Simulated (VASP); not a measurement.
Here is a VASP 6.6.1 calculation.

Contents of INCAR:

```
ALGO = Fast
EDIFF = 1E-6
ENCUT = 520
GGA = PE
ISIF = 2
ISMEAR = 0
LASPH = True
LCHARG = True
LELF = True
LREAL = False
LVHAR = True
LWAVE = False
NBANDS = 33
NELM = 80
PREC = Accurate
SIGMA = 0.1
```

KPOINTS

```
k-points
0
Gamma
  8 8 8
```

The input POSCAR:

```
Li3Ta2Sb3
1.0
    5.5904771714      0.0000000000      0.0000000000
    0.0000000000      5.5904771714      0.0000000000
    0.0000000000      0.0000000000      5.5904771714
Li Ta Sb
3 2 3
Direct
    0.0000000000      0.5000000000      0.5000000000
    0.5000000000      0.0000000000      0.5000000000
    0.5000000000      0.5000000000      0.0000000000
    0.0000000000      0.0000000000      0.0000000000
    0.5000000000      0.5000000000      0.5000000000
    0.5000000000      0.0000000000      0.0000000000
    0.0000000000      0.5000000000      0.0000000000
    0.0000000000      0.0000000000      0.5000000000
```

Potentials or basis: VASP PAW PBE potentials, release 64 (Li_sv, Ta_pv, Sb).

Launch:

```bash
$ cat potpaw_PBE.64/Li_sv/POTCAR potpaw_PBE.64/Ta_pv/POTCAR potpaw_PBE.64/Sb/POTCAR > POTCAR
$ mpirun -np 1 vasp_std > vasp.out
```

Question: Predict the band gap on the k mesh.

Answer: Zero (bands 23 and 24 overlap by 0.59 eV).

Caveat: spin-orbit coupling is left out, which moves the levels of the heavy elements.
